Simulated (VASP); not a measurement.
Here is a VASP 6.6.1 calculation.

Contents of INCAR:

```
SYSTEM = P
PREC = Accurate
ENCUT = 520
EDIFF = 1E-6
ISMEAR = 0
SIGMA = 0.05
LREAL = .False.
LASPH = .True.
NELM = 100
ALGO = Normal
ISIF = 2
LWAVE = .False.
LCHARG = .False.
GGA = PS
NBANDS = 30
```

KPOINTS

```
regular mesh
0
Gamma
  8 6 1
  0 0 0
```

Contents of POSCAR:

```
P
1.0
   -3.2843671164      0.0000000000      0.0000000000
    0.0000000000      0.0000000000     -4.4369101505
    0.0000000000    -69.7494942429      0.0000000000
P
8
Direct
    0.0000000000      0.4173798676      0.0151561880
    0.0000000000      0.4444232888      0.5151331384
    0.0000000000      0.5555767112      0.4848668616
    0.0000000000      0.5826201324      0.9848438120
    0.5000000000      0.8903364464      0.4848207622
    0.5000000000      0.9173798676      0.9848438118
    0.5000000000      0.0826201324      0.0151561882
    0.5000000000      0.1096635536      0.5151792378
```

Potentials or basis: VASP PAW PBE potentials, release 64 (P).

Run with:

```bash
$ cat potpaw_PBE.64/P/POTCAR > POTCAR
$ mpirun -np 1 vasp_std > vasp.out
```

(1) What does it give for the largest force?

(2) Predict the band gap on the k mesh.

Results:

(1) 0.668 eV/Å.

(2) 0.52 eV.

Caveat: the cell differs from its parent crystal (atoms displaced along a vibrational mode); the PAW data sets were made with another functional, which shifts forces and pressure a little.
